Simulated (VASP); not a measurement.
Here is a VASP 6.6.1 calculation.

File INCAR:

```
ALGO = Normal
EDIFF = 1E-6
ENCUT = 520
GGA = PE
ISIF = 2
ISMEAR = -1
LASPH = True
LCHARG = False
LREAL = False
LWAVE = False
NBANDS = 12
NELM = 80
PREC = Accurate
SIGMA = 0.06122561905347299
```

Contents of KPOINTS:

```
k-points
0
Gamma
  14 14 14
```

POSCAR

```
Zn
1.0
    2.5956669445      0.0000000000      0.0000000000
    0.0000000000      2.5956669445      0.0000000000
    0.0000000000      0.0000000000      2.5956669445
Zn
1
Direct
    0.0000000000      0.0000000000      0.0000000000
```

Potentials or basis: VASP PAW PBE potentials, release 64 (Zn).

Run with:

```bash
$ cat potpaw_PBE.64/Zn/POTCAR > POTCAR
$ mpirun -np 1 vasp_std > vasp.out
```

Task: Estimate the pressure.

Result: 2.3 GPa.

Task: Estimate the band gap on the k mesh.

Result: Zero (band 6 reaches 7.67 eV, above the bottom of band 7 at -0.86 eV).
